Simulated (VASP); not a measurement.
Crystal: SrO.

```
CELL_PARAMETERS angstrom
4.27002 0.00000 0.00000
-2.13501 3.69795 0.00000
0.00000 0.00000 5.14447
ATOMIC_POSITIONS crystal
Sr 0.33333 0.66667 0.93750
Sr 0.66667 0.33333 0.43750
O 0.33333 0.66667 0.43750
O 0.66667 0.33333 0.93750
```

Program: VASP 6.6.1. Alike in all runs: task single point; no spin polarisation; cell as given; k mesh 12 × 12 × 6; cutoff (eV) 520.

Q: Order these runs on this cell by their band gap on the k mesh, lowest first.
A. level LDA; potentials or basis VASP PAW LDA potentials, release 64 (Sr_sv, O); smearing gaussian 0.01 eV
B. level r2SCAN; potentials or basis VASP PAW PBE potentials, release 64 (Sr_sv, O); smearing gaussian 0.01 eV
C. level PBE; potentials or basis VASP PAW PBE potentials, release 64 (Sr_sv, O); smearing fermi-dirac 0.02 eV

A: A (2.46 eV), C (2.64 eV), B (3.02 eV).

Caveats: the cell stands under tension (at least some runs).

A k mesh can miss the band edges.
